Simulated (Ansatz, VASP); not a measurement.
MgH2: VASP beside Ansatz

```
CELL_PARAMETERS angstrom
-2.38564 -0.00895 -2.38533
-2.38278 -2.38369 -0.01182
-4.74819 2.37773 2.37076
ATOMIC_POSITIONS crystal
Mg 0.50085 0.50067 0.49992
Mg 0.99979 0.99988 0.00007
H 0.62505 0.62467 0.12512
H 0.12494 0.12561 0.62479
H 0.87490 0.87468 0.37487
H 0.37446 0.37449 0.87524
```

Change from the starting cell: fluorite type (Fm-3m, No. 225); cell x2, atoms moved at random (sigma 0.15 Å) and cell strained at random (1.5 %), then relaxed without symmetry.

Alike in both runs: functional PBE; k mesh 12 × 12 × 12; occupations gaussian, width 0.1 eV; no spin polarisation.

Ansatz relaxed the structure, and its values are those at the end. VASP's run is a single point on that final structure, the one shown.

|  | VASP | Ansatz |
| --- | --- | --- |
| version | VASP 6.6.1 | Ansatz 0.2.0 |
| potentials or method | VASP PAW PBE potentials, release 64 (Mg, H), cutoff 520 eV | scalar-relativistic, plane waves, PAW |
| valence electrons in the cell | 8 | 24 |

|  | VASP | Ansatz | Ansatz less VASP |
| --- | --- | --- | --- |
| gap on the k mesh at the Fermi level (eV) | none | none | - |
| pressure (GPa) | -0.4 | 0.0 | +0.40 |
| rms of the force components (eV/Å) | 0.004 | 0.004 | 0.0000 |

A gap of «none» marks a metal or a gap that the smearing closes. The functional is the same, so the differences come from potentials, cutoffs and numerics. VASP's potentials hold 8 valence electrons a cell and Ansatz's 24, so a difference there can come from the potentials and not from the codes.
